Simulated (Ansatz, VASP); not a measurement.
## Ca in VASP and in Ansatz

```
CELL_PARAMETERS angstrom
-0.02794 2.78023 2.78023
2.78023 -0.02794 2.78023
2.78023 2.78023 -0.02794
ATOMIC_POSITIONS crystal
Ca 0.00000 0.00000 0.00000
```

Change from the starting cell: equal xy, yz and zx shear strains of -1 %, crystal datasets.

Alike in both runs: task electric field gradients; functional PBEsol; k mesh 11 × 11 × 11; occupations fermi-dirac, width 0.05 eV; no spin polarisation.

|  | VASP | Ansatz |
| --- | --- | --- |
| version | VASP 6.6.1 | Ansatz 0.2.0 |
| potentials or method | VASP PAW PBE potentials, release 64 (Ca_sv), cutoff 520 eV | all-electron PAW with datasets made for the crystal, scalar-relativistic |

VASP gave:

```
pressure (GPa)                                                : -1.2
traceless stress, the component that is largest in VASP (GPa) : 0.14
size of Vzz on the site where it differs most (V/Å²)          : 1.5
```

Question: Which values does Ansatz return?

Answer: Pressure (GPa): -1.2; traceless stress, the component that is largest in VASP (GPa): 0.14; size of Vzz on the site where it differs most (V/Å²): 1.4.

VASP's potentials were made for PBE, not for PBEsol. Ansatz ran all-electron here, and VASP with PAW potentials.
